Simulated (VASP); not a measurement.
C:

```
C
1.0
     0.00000    1.78340    1.78340
     1.78340    0.00000    1.78340
     1.78340    1.78340    0.00000
C
2
Direct
  0.50000 0.50000 0.50000
  0.75000 0.75000 0.75000
```

Base run:

- Program: VASP 6.6.1
- Functional: r2SCAN
- Potentials or basis: VASP PAW PBE potentials, release 64 (C)
- Cutoff: 520 eV
- k mesh: 20 × 20 × 20
- Occupations: fermi-dirac, width 0.08 eV
- Spin: no spin polarisation

Its results: band gap on the k mesh 4.32 eV (least direct gap 5.84 eV); pressure -1.4 GPa.

Task: The run is repeated on the same cell with these changes: functional from r2SCAN to PBE. What comes out?

Result: Band gap on the k mesh 4.13 eV (least direct gap 5.59 eV); pressure 2.4 GPa.

Caveats: the PAW data sets were made with another functional, which shifts forces and pressure a little (at least some runs).

A k mesh can miss the band edges.
